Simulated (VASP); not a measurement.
Cu, 2 atoms in the cell. Symmetry: P6_3/mmc, No. 194, hexagonal system. The conventional cell has a = 2.517 Å, b = 2.517 Å, c = 4.085 Å, α = 90.00°, β = 90.00°, γ = 120.00°. Cu (site symmetry -6m2) has 12 Cu at 2.51 to 2.52 Å within 3.3 Å. 

| Item | Value |
| --- | --- |
| Program | VASP 6.6.1 |
| Task | single point |
| Functional | LDA |
| Potentials or basis | VASP PAW LDA potentials, release 64 (Cu) |
| Cutoff | 520 eV |
| k mesh | 13 × 13 × 7 |
| Occupations | fermi-dirac, width 0.1 eV |
| Spin | no spin polarisation |
| Dipole correction | no |
| Further INCAR settings | ALGO = Normal; EDIFF = 1e-06; NBANDS = 18 |

Potentials or basis: VASP PAW LDA potentials, release 64 (Cu).

Command:

```bash
$ cat potpaw_LDA.64/Cu/POTCAR > POTCAR
$ mpirun -np 1 vasp_std > vasp.out
```

Hardware: 1 thread of Intel(R) Xeon(R) Platinum 8488C (Sapphire Rapids) (shared host).

Task: Estimate the wall time of this run.

Result: Run time: 20 s on 1 thread of Intel(R) Xeon(R) Platinum 8488C (Sapphire Rapids), on a shared host, peak memory 0.14 GiB. Counts: scf iterations 11, k points 84.
